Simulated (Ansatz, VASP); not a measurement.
# WSe2 in VASP and in Ansatz

The input POSCAR:

```
WSe2
1.0
    3.2006774228      0.0000000000      0.0000000000
   -1.6003387114      2.7718679575      0.0000000000
    0.0000000000      0.0000000000     12.7542398805
W Se
2 4
Direct
    0.3333333333      0.6666666667      0.2500000000
    0.6666666667      0.3333333333      0.7500000000
    0.6666666667      0.3333333333      0.3828348141
    0.6666666667      0.3333333333      0.1171651859
    0.3333333333      0.6666666667      0.8828348141
    0.3333333333      0.6666666667      0.6171651859
```

File INCAR.step1:

```
SYSTEM = WSe2
  PREC = Accurate
  ENCUT = 520
  ISMEAR = 0
  SIGMA = 0.01
  LREAL = .False.
  LASPH = .True.
  NELM = 80
  NBANDS = 35
  GGA = PE
  ALGO = Normal
  EDIFF = 1E-4
  LWAVE = .True.
  LCHARG = .False.
```

INCAR.step2

```
SYSTEM = WSe2
  PREC = Accurate
  ENCUT = 520
  EDIFF = 1E-6
  ISMEAR = 0
  SIGMA = 0.01
  LREAL = .False.
  LASPH = .True.
  NELM = 80
  ALGO = Normal
  ISIF = 2
  LWAVE = .False.
  LCHARG = .False.
  METAGGA = R2SCAN
  LMIXTAU = .True.
  NBANDS = 35
  ISTART = 1
```

KPOINTS

```
regular mesh
0
Gamma
  12 12 2
  0 0 0
```

Input for Ansatz:

```yaml
crystal:
  lattice:
    - [3.2006774228, 0.0, 0.0]
    - [-1.6003387114, 2.7718679575, 0.0]
    - [0.0, 0.0, 12.7542398805]
  atoms:
    - { symbol: W, position: [0.3333333333, 0.6666666667, 0.25] }
    - { symbol: W, position: [0.6666666667, 0.3333333333, 0.75] }
    - { symbol: Se, position: [0.6666666667, 0.3333333333, 0.3828348141] }
    - { symbol: Se, position: [0.6666666667, 0.3333333333, 0.1171651859] }
    - { symbol: Se, position: [0.3333333333, 0.6666666667, 0.8828348141] }
    - { symbol: Se, position: [0.3333333333, 0.6666666667, 0.6171651859] }
kpoints:
  mp_grid: { grid: [12, 12, 2] }
  band_path:
    path:
      - [0.0, 0.0, 0.0]
      - [0.5, 0.0, 0.0]
      - [0.3333333333, 0.3333333333, 0.0]
      - [0.0, 0.0, 0.5]
      - [0.5, 0.0, 0.5]
      - [0.3333333333, 0.3333333333, 0.5]
      - [0.182292, 0.182292, 0.0]
    npoints: 1
hamiltonian:
  xc: r2scan
scf:
  occupations: { method: fixed }
  n_extra_bands: 5
output:
  forces: true
  stress: true
  eigenvalues: true
  write_density: true
  write_potential: true
  elf: true
  volumetric_format: npy
```

Change from the starting cell: hydrostatic strain -3.0%.

Alike in both runs: task single point; functional r2SCAN; k mesh 12 × 12 × 2; no spin polarisation.

|  | VASP | Ansatz |
| --- | --- | --- |
| version | VASP 6.6.1 | Ansatz 0.2.0 |
| potentials or method | VASP PAW PBE potentials, release 64 (W_sv, Se) | plane waves, PAW |
| plane-wave cutoff (eV) | 520 | 500 |
| occupations | gaussian, width 0.01 eV | fixed |
| valence electrons in the cell | 52 | 92 |

```csv
,VASP,Ansatz,Ansatz less VASP
gap on the k mesh at the Fermi level (eV),1.03,1.03,+0.004
pressure (GPa),9.2,8.8,-0.43
"traceless stress, the component that is largest in VASP (GPa)",-3.94,-4.00,-0.059
rms of the force components (eV/Å),0.006,0.019,+0.0130
```

VASP's potentials were made for PBE, not for r2SCAN. Atom by atom the forces differ by 0.025 eV/Å (rms over components). VASP's potentials hold 52 valence electrons a cell and Ansatz's 92, so a difference there can come from the potentials and not from the codes.

Spin-orbit coupling is off throughout.
